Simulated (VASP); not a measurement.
Input of a VASP 6.6.1 run:

The input INCAR:

```
PREC = Accurate
ENCUT = 600
EDIFF = 1E-6
ISMEAR = 0
SIGMA = 0.1
LREAL = False
LASPH = True
NELM = 60
ALGO = Normal
ISIF = 3
LWAVE = False
LCHARG = False
GGA = PE
IBRION = 2
NSW = 90
EDIFFG = -0.04
```

Contents of KPOINTS:

```
regular mesh
0
Gamma
  3 3 4
```

POSCAR

```
TaGe3W2
1.0
    5.9388386100      0.0000000000      0.0000000000
   -2.9694193100      5.1431851100      0.0000000000
    0.0000000000      0.0000000000      3.8962784000
Ta Ge W
1 3 2
Direct
    0.0000000000      0.0000000000      0.5000000000
    0.5000000000      0.0000000000      0.5000000000
    0.0000000000      0.5000000000      0.5000000000
    0.5000000000      0.5000000000      0.5000000000
    0.3333333300      0.6666666700      0.6925859300
    0.6666666700      0.3333333300      0.3074140700
```

Potentials or basis: VASP PAW PBE potentials, release 64 (Ta_pv, Ge_d, W_sv).

Run with:

```sh
$ cat potpaw_PBE.64/Ta_pv/POTCAR potpaw_PBE.64/Ge_d/POTCAR potpaw_PBE.64/W_sv/POTCAR > POTCAR
$ mpirun -np 1 vasp_std > vasp.out
```

What does it give for the relaxed cell?

a = 5.404 Å, b = 5.404 Å, c = 4.175 Å, α = 90.00°, β = 90.00°, γ = 120.00°.

What does it give for the band gap on the k mesh?

Zero (an odd number of electrons rules out a gap without spin polarisation).

Final structure:
```cif
data_structure
_symmetry_space_group_name_H-M 'P 1'
_symmetry_Int_Tables_number 1
_cell_length_a 5.4036
_cell_length_b 5.4036
_cell_length_c 4.1748
_cell_angle_alpha 90.000
_cell_angle_beta 90.000
_cell_angle_gamma 120.000
_cell_volume 105.57
loop_
_atom_site_label
_atom_site_type_symbol
_atom_site_fract_x
_atom_site_fract_y
_atom_site_fract_z
_atom_site_occupancy
Ta1 Ta 0.00000 0.00000 0.50000 1
Ge1 Ge 0.50000 0.00000 0.50000 1
Ge2 Ge 0.00000 0.50000 0.50000 1
Ge3 Ge 0.50000 0.50000 0.50000 1
W1 W 0.33333 0.66667 0.99946 1
W2 W 0.66667 0.33333 0.00054 1
```

Caveat: spin-orbit coupling is left out, which moves the levels of the heavy elements; an odd number of electrons without spin polarisation forces a metal; a magnetic or distorted state may lie lower.
